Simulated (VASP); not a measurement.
# LiTmF4 (F-43m) in VASP: a series of runs

The runs below take LiTmF4 through single point, relaxation of cell and atoms, with PBE.

Everything below comes from runs of VASP 6.6.1. Logs are shortened: lines on timing, memory, paths and dates and some standing lists are left out, and cuts for length are marked.

## 1. The cell of the first run

It takes space group F-43m (No. 216, cubic). Conventional cell: a = 6.934 Å, b = 6.934 Å, c = 6.934 Å, α = 90.00°, β = 90.00°, γ = 90.00°. Li (site symmetry -43m) has 4 F at 1.58 Å within 2.1 Å. Within 3.8 Å of Tm (site symmetry -43m) lie 12 F at 2.89 Å and 4 Li at 3.00 Å. F (site symmetry 3m) has 1 Li at 1.58 Å within 2.1 Å.

The cell was built from a structure type or drawn by symmetry, and may not be a known phase.

## 2. Single point, PBE

File INCAR:

```
PREC     = Accurate       # precision mode
ENCUT    = 750            # plane-wave cutoff, eV
EDIFF    = 1E-6           # SCF threshold, eV
ISMEAR   = 0              # smearing method
SIGMA    = 0.02           # smearing width, eV
LREAL    = False          # projectors in reciprocal space
LASPH    = True           # aspherical terms in the spheres
NELM     = 200            # most SCF steps
ALGO     = Normal         # electronic algorithm
ISIF     = 2              # what is computed and relaxed
LWAVE    = False          # write WAVECAR
LCHARG   = True           # write CHGCAR
GGA      = PE             # functional
LELF     = True           # ELF
LVHAR    = True         
NBANDS   = 29             # bands
GGA_COMPAT= False        
LMAXMIX  = 6              # l up to which the mixer works
```

File KPOINTS:

```
Automatic mesh
0
Gamma
  8 8 8
```

File POSCAR:

```
LiTmF4
1.0
    0.0000000000      3.4671670955      3.4671670955
    3.4671670955      0.0000000000      3.4671670955
    3.4671670955      3.4671670955      0.0000000000
Li Tm F
1 1 4
Direct
    0.7500000000      0.7500000000      0.7500000000
    0.5000000000      0.5000000000      0.5000000000
    0.8813417433      0.3559747702      0.8813417433
    0.8813417433      0.8813417433      0.8813417433
    0.3559747702      0.8813417433      0.8813417433
    0.8813417433      0.8813417433      0.3559747702
```

Potentials or basis: VASP PAW PBE potentials, release 64 (Li_sv, Tm_3, F), 4f in core.

Run with:

```
> cat potpaw_PBE.64/Li_sv/POTCAR potpaw_PBE.64/Tm_3/POTCAR potpaw_PBE.64/F/POTCAR > POTCAR
> mpirun -np 1 vasp_std > vasp.out
```

OUTCAR:

```text
PREC = Accurate
   ENCUT = 750
   EDIFF = 1E-6
   ISMEAR = 0
   LREAL = False
   LASPH = True
   NELM = 200
   ISIF = 2
   GGA = PE

 ion  position               nearest neighbor table
   1  0.750  0.750  0.750-   3 1.58   5 1.58   6 1.58   4 1.58   2 3.00   2 3.00   2 3.00   2 3.00

   2  0.500  0.500  0.500-   1 3.00   1 3.00   1 3.00   1 3.00
   3  0.881  0.356  0.881-   1 1.58
   4  0.881  0.881  0.881-   1 1.58
   5  0.356  0.881  0.881-   1 1.58
   6  0.881  0.881  0.356-   1 1.58

  LATTYP: Found a face centered cubic cell.
 ALAT       =     6.9343341910

  Lattice vectors:

 A1 = (   0.0000000000,   3.4671670955,   3.4671670955)
 A2 = (   3.4671670955,   0.0000000000,   3.4671670955)
 A3 = (   3.4671670955,   3.4671670955,   0.0000000000)

Analysis of symmetry for initial positions (statically):
=====================================================================
 Subroutine PRICEL returns:
 Original cell was already a primitive cell.

 Routine SETGRP: Setting up the symmetry group for a
 face centered cubic supercell.

 Subroutine GETGRP returns: Found 24 space group operations
 (whereof 24 operations were pure point group operations)
 out of a pool of 48 trial point group operations.

The static configuration has the point symmetry T_d .

Analysis of symmetry for dynamics (positions and initial velocities):
=====================================================================
 Subroutine PRICEL returns:
 Original cell was already a primitive cell.

 Routine SETGRP: Setting up the symmetry group for a
 face centered cubic supercell.

 Subroutine GETGRP returns: Found 24 space group operations
 (whereof 24 operations were pure point group operations)
 out of a pool of 48 trial point group operations.

The dynamic configuration has the point symmetry T_d .

 Subroutine INISYM returns: Found 24 space group operations
 (whereof 24 operations are pure point group operations),
 and found     1 'primitive' translations

----------------------------------------------------------------------------------------

                                     Primitive cell

  volume of cell :      83.3593

  direct lattice vectors                    reciprocal lattice vectors
     0.000000000  3.467167095  3.467167095    -0.144209952  0.144209952  0.144209952
     3.467167095  0.000000000  3.467167095     0.144209952 -0.144209952  0.144209952
     3.467167095  3.467167095  0.000000000     0.144209952  0.144209952 -0.144209952

  length of vectors
     4.903314729  4.903314729  4.903314729     0.249778964  0.249778964  0.249778964

  position of ions in fractional coordinates (direct lattice)
     0.750000000  0.750000000  0.750000000
     0.500000000  0.500000000  0.500000000
     0.881341743  0.355974770  0.881341743
     0.881341743  0.881341743  0.881341743
     0.355974770  0.881341743  0.881341743
     0.881341743  0.881341743  0.355974770

  ion indices of the primitive-cell ions
   primitive index   ion index
                 1           1
                 2           2
                 3           3
                 4           4
                 5           5
                 6           6

----------------------------------------------------------------------------------------

 KPOINTS: Automatic mesh

Automatic generation of k-mesh.
 Grid dimensions read from file:
 generate k-points for:    8    8    8

 Generating k-lattice:

  Cartesian coordinates                     Fractional coordinates (reciprocal lattice)
    -0.018026244  0.018026244  0.018026244     0.125000000  0.000000000  0.000000000
     0.018026244 -0.018026244  0.018026244     0.000000000  0.125000000  0.000000000
     0.018026244  0.018026244 -0.018026244     0.000000000  0.000000000  0.125000000

  Length of vectors
     0.031222370  0.031222370  0.031222370

  Shift w.r.t. Gamma in fractional coordinates (k-lattice)
     0.000000000  0.000000000  0.000000000

 Subroutine IBZKPT returns following result:
 ===========================================

 Found     29 irreducible k-points:

 Following reciprocal coordinates:
            Coordinates               Weight
  0.000000  0.000000  0.000000      1.000000
  0.125000  0.000000  0.000000      8.000000
  0.250000  0.000000  0.000000      8.000000
  0.375000  0.000000  0.000000      8.000000
  0.500000  0.000000  0.000000      4.000000
  0.125000  0.125000  0.000000      6.000000
[... 16 lines left out ...]
  0.500000  0.250000  0.125000     48.000000
 -0.375000  0.250000  0.125000     24.000000
 [... further k-points ...]
   k-points           NKPTS =     29   k-points in BZ     NKDIM =     29   number of bands    NBANDS=     29
   number of dos      NEDOS =    301   number of ions     NIONS =      6
   total plane-waves  NPLWV = 110592
   dimension x,y,z NGX =    48 NGY =   48 NGZ =   48
   dimension x,y,z NGXF=    96 NGYF=   96 NGZF=   96
   ions per type =               1   1   4
   NGX,Y,Z   is equivalent  to a cutoff of  16.27, 16.27, 16.27 a.u.
   NGXF,Y,Z  is equivalent  to a cutoff of  32.55, 32.55, 32.55 a.u.
 SYSTEM =  unknown system
   PREC   = accura    normal or accurate (medium, high low for compatibility)
   ISTART =      0    job   : 0-new  1-cont  2-samecut
   ICHARG =      2    charge: 1-file 2-atom 10-const
   ISPIN  =      1    spin polarized calculation?
   LNONCOLLINEAR =      F non collinear calculations
   LSORBIT =      F    spin-orbit coupling
   LASPH  =      T    aspherical Exc in radial PAW
   ENCUT  =  750.0 eV  55.12 Ry    7.42 a.u.  10.95 10.95 10.95*2*pi/ulx,y,z
   NELM   =    200;   NELMIN=  2; NELMDL= -5     # of ELM steps
   EDIFF  = 0.1E-05   stopping-criterion for ELM
   LREAL  =      F    real-space projection
   EDIFFG = 0.1E-04   stopping-criterion for IOM
   NSW    =      0    number of steps for IOM
   IBRION =     -1    ionic relax: 0-MD 1-quasi-New 2-CG
   NFREE  =      0    steps in history (QN), initial steepest desc. (CG)
   ISIF   =      2    stress and relaxation
   ISYM   =      2    0-nonsym 1-usesym 2-fastsym
   POTIM  = 0.5000    time-step for ionic-motion
   TEBEG  =    0.0;   TEEND  =   0.0 temperature during run
   PSTRESS=    0.0 pullay stress
   NELECT =      40.0000    total number of electrons
   NUPDOWN=      -1.0000    fix difference up-down
   EMIN   =  10.00;   EMAX   =-10.00  energy-range for DOS
   EFERMI =   0.00;   METHOD = LEGACY
   ISMEAR =     0;   SIGMA  =   0.02  broadening in eV -4-tet -1-fermi 0-gaus
   EFERMI_NEDOS =   21; number of points for ismear=-14 and -15
   IALGO  =     38    algorithm
   IMIX   =      4    mixing-type and parameters
     AMIX     =   0.40;   BMIX     =  1.00
     AMIX_MAG =   1.60;   BMIX_MAG =  1.00
  volume/ion in A,a.u.               =      13.89        93.76
  Fermi-wavevector in a.u.,A,eV,Ry     =   1.281671  2.422008 22.350043  1.642682
  Thomas-Fermi vector in A             =   2.414028
   LORBIT       =      0    0 simple, 1 ext, 2 COOP (PROOUT), +10 PAW based schemes
   GGA     = PE    functional components
   LHFCALC =     F    Hartree Fock is set to
   AEXX    =    0.0000 exact exchange contribution
   IVDW    =     0    specifies the selected vdW correction
   LEPSILON=     F    determine dielectric tensor
   LRPA    =     F    only Hartree local field effects (RPA)
 non-spin polarized calculation
 Gauss-broadening in eV      SIGMA  =   0.02
  energy-cutoff  :      750.00
  volume of cell :       83.36
 maximum number of plane-waves:      3924
 NGX is ok and might be reduce to    48
   NGX = 21   NGY = 21   NGZ = 21

 number of electron      39.9999995 magnetization

 Free energy of the ion-electron system (eV)
  ---------------------------------------------------
  ext. energy  EPLUGINS =         0.00000000
  ---------------------------------------------------
  free energy    TOTEN  =       -27.21001930 eV

  energy without entropy =      -27.21001930  energy(sigma->0) =      -27.21001930

 E-fermi :  -0.0919     XC(G=0):  -9.0151

 val. band max:       -0.3306510976   @ k =   0.0000   0.0000   0.0000
 cond. band min:       1.8860879430   @ k =   0.0000   0.0000   0.0000
 fundamental gap:      2.2167390406
 Fermi energy:        -0.0918557102

 k-point     1 :       0.0000    0.0000    0.0000
  band No.  band energies     occupation
      1     -40.6490      2.00000
      2     -26.9011      2.00000
      3     -26.9011      2.00000
      4     -26.9011      2.00000
      5     -21.1455      2.00000
      6     -20.3034      2.00000
[... 21 lines left out ...]
     28      10.7293      0.00000
     29      10.7293      0.00000

 k-point     2 :       0.1250    0.0000    0.0000
  band No.  band energies     occupation
      1     -40.6490      2.00000
      2     -26.9039      2.00000
      3     -26.9013      2.00000
      4     -26.9013      2.00000
      5     -21.1295      2.00000
      6     -20.3162      2.00000
[... 21 lines left out ...]
     28      10.7552      0.00000
     29      10.7552      0.00000

 k-point     3 :       0.2500    0.0000    0.0000
  band No.  band energies     occupation
      1     -40.6490      2.00000
      2     -26.9109      2.00000
      3     -26.9019      2.00000
      4     -26.9019      2.00000
      5     -21.0885      2.00000
      6     -20.3495      2.00000
[... 21 lines left out ...]
     28      10.8206      0.00000
     29      10.8206      0.00000

 k-point     4 :       0.3750    0.0000    0.0000
  band No.  band energies     occupation
      1     -40.6489      2.00000
      2     -26.9179      2.00000
      3     -26.9024      2.00000
      4     -26.9024      2.00000
      5     -21.0430      2.00000
      6     -20.3874      2.00000
[... 597 lines left out ...]
     28      10.1155      0.00000
     29      10.6531      0.00000

 k-point    23 :       0.5000    0.2500    0.1250
  band No.  band energies     occupation
      1     -40.6489      2.00000
      2     -26.9160      2.00000
      3     -26.9070      2.00000
      4     -26.9038      2.00000
      5     -21.0335      2.00000
      6     -20.3931      2.00000
[... 21 lines left out ...]
     28       9.7010      0.00000
     29      10.5914      0.00000

 k-point    24 :      -0.3750    0.2500    0.1250
  band No.  band energies     occupation
      1     -40.6489      2.00000
      2     -26.9177      2.00000
      3     -26.9071      2.00000
      4     -26.9044      2.00000
      5     -21.0196      2.00000
      6     -20.4031      2.00000
[... 21 lines left out ...]
     28       9.5600      0.00000
     29      10.5587      0.00000

 [... further k-points ...]

------------------------ aborting loop because EDIFF is reached ----------------------------------------

  FORCE on cell =-STRESS in cart. coord.  units (eV):
  Direction    XX          YY          ZZ          XY          YZ          ZX
  --------------------------------------------------------------------------------------
  -------------------------------------------------------------------------------------
  Total       -0.0450863     -0.0450863     -0.0450863      0.0000000      0.0000000     -0.0000000
  in kB       -0.8665639     -0.8665639     -0.8665639      0.0000000      0.0000000     -0.0000000
  external PRESSURE =      -0.8665639 kB  Pullay stress =       0.0000000 kB

 VOLUME and BASIS-vectors are now :
 -----------------------------------------------------------------------------
  energy-cutoff  :      750.00
  volume of cell :       83.36
      direct lattice vectors                 reciprocal lattice vectors
     0.000000000  3.467167095  3.467167095    -0.144209952  0.144209952  0.144209952
     3.467167095  0.000000000  3.467167095     0.144209952 -0.144209952  0.144209952
     3.467167095  3.467167095  0.000000000     0.144209952  0.144209952 -0.144209952

 POSITION                                       TOTAL-FORCE (eV/Angst)
 -----------------------------------------------------------------------------------
      5.20075      5.20075      5.20075         0.000000      0.000000      0.000000
      3.46717      3.46717      3.46717         0.000000      0.000000      0.000000
      4.28998      6.11152      4.28998        -0.055749      0.055749     -0.055749
      6.11152      6.11152      6.11152         0.055749      0.055749      0.055749
      6.11152      4.28998      4.28998         0.055749     -0.055749     -0.055749
      4.28998      4.28998      6.11152        -0.055749     -0.055749      0.055749
 -----------------------------------------------------------------------------------
    total drift:                               -0.000001     -0.000001     -0.000001

  FREE ENERGIE OF THE ION-ELECTRON SYSTEM (eV)
  ---------------------------------------------------
  free  energy   TOTEN  =       -27.2100192993 eV

  energy  without entropy=      -27.2100192993  energy(sigma->0) =      -27.21001930
```

Wall time 1.8 min (1 thread of Intel Xeon 6975P-C (Granite Rapids), shared host); peak memory 0.38 GiB.

What came out:

```yaml
Free_energy: -27.2100 eV
Pressure: -0.1 GPa
Largest_force: 0.097 eV/Å
Band_gap_on_the_k_mesh: 2.22 eV
```

Forces on the atoms (eV/Å):
```
Li   0.000  0.000  0.000
Tm   0.000  0.000  0.000
F   -0.056  0.056 -0.056
F    0.056  0.056  0.056
F    0.056 -0.056 -0.056
F   -0.056 -0.056  0.056
```

Caveat: spin-orbit coupling is left out, which moves the levels of the heavy elements; the 4f electrons are frozen in the core, so they carry no moment and show no levels.

## 3. Relaxation of cell and atoms, PBE

This run uses another cell than the first one, of 13.96 Å³/atom.

File INCAR:

```
PREC = Accurate
ENCUT = 750
EDIFF = 1E-7
ISMEAR = 0
SIGMA = 0.02
LREAL = F
LASPH = T
NELM = 200
ALGO = Normal
ISIF = 3
LWAVE = F
LCHARG = F
GGA = PE
IBRION = 2
NSW = 100
EDIFFG = -0.01
GGA_COMPAT = F
NELMIN = 4
LMAXMIX = 6
```

KPOINTS is that of step 2.

File POSCAR:

```
LiTmF4
1.0
    0.0000000000      3.4723098761      3.4723098761
    3.4723098761      0.0000000000      3.4723098761
    3.4723098761      3.4723098761      0.0000000000
Li Tm F
1 1 4
Direct
    0.7500000000      0.7500000000      0.7500000000
    0.5000000000      0.5000000000      0.5000000000
    0.8811969890      0.3564090329      0.8811969890
    0.8811969890      0.8811969890      0.8811969890
    0.3564090329      0.8811969890      0.8811969890
    0.8811969890      0.8811969890      0.3564090329
```

Potentials or basis: VASP PAW PBE potentials, release 64 (Li_sv, Tm_3, F), 4f in core.

Run with:

```
> cat potpaw_PBE.64/Li_sv/POTCAR potpaw_PBE.64/Tm_3/POTCAR potpaw_PBE.64/F/POTCAR > POTCAR
> mpirun -np 1 vasp_std > vasp.out
```

Wall time 3.9 min (1 thread of Intel Xeon 6975P-C (Granite Rapids), shared host); peak memory 0.41 GiB.

The run converged. Its results:

- Free energy: -27.2116 eV
- Relaxed volume: 13.85 Å³/atom
- Relaxed cell: a = 4.899 Å, b = 4.899 Å, c = 4.899 Å, α = 60.00°, β = 60.00°, γ = 60.00°
- Space group after relaxing (to 0.1 Å): F-43m (No. 216)
- Energy gained by relaxing: 0.3 meV/atom
- Ionic steps: 4
- Pressure after relaxing: 0.0 GPa
- Band gap on the k mesh: 2.21 eV

The path:
```csv
step,energy change (eV),largest force (eV/Å),pressure (GPa),volume (Å³)
1,0.0000,0.1349,-0.35,83.73
2,-0.0016,0.0619,-0.24,83.36
3,-0.0017,0.0231,-0.26,83.43
4,-0.0020,0.0015,0.00,83.13
```

Final structure:
```
Li Tm F
1.0
     0.00000    3.46392    3.46392
     3.46392    0.00000    3.46392
     3.46392    3.46392    0.00000
Li Tm F
1 1 4
Direct
  0.75000 0.75000 0.75000
  0.50000 0.50000 0.50000
  0.88161 0.35517 0.88161
  0.88161 0.88161 0.88161
  0.35517 0.88161 0.88161
  0.88161 0.88161 0.35517
```

Levels at points of the mesh, in eV from the valence-band top:
```
           k point  band 16  band 17  band 18  band 19  band 20  band 21  band 22  band 23  band 24
(0.00, 0.00, 0.00)    -0.48    -0.48     0.00     0.00     0.00     2.21     3.90     3.90     3.90
(0.50, 0.00, 0.00)    -1.68    -1.11    -0.47    -0.10    -0.10     3.29     4.13     4.13     4.40
(0.50, 0.50, 0.00)    -1.68    -1.40    -0.95    -0.17    -0.17     3.62     3.66     3.95     3.95
```

Caveat: spin-orbit coupling is left out, which moves the levels of the heavy elements; the 4f electrons are frozen in the core, so they carry no moment and show no levels. A k mesh can miss the band edges.
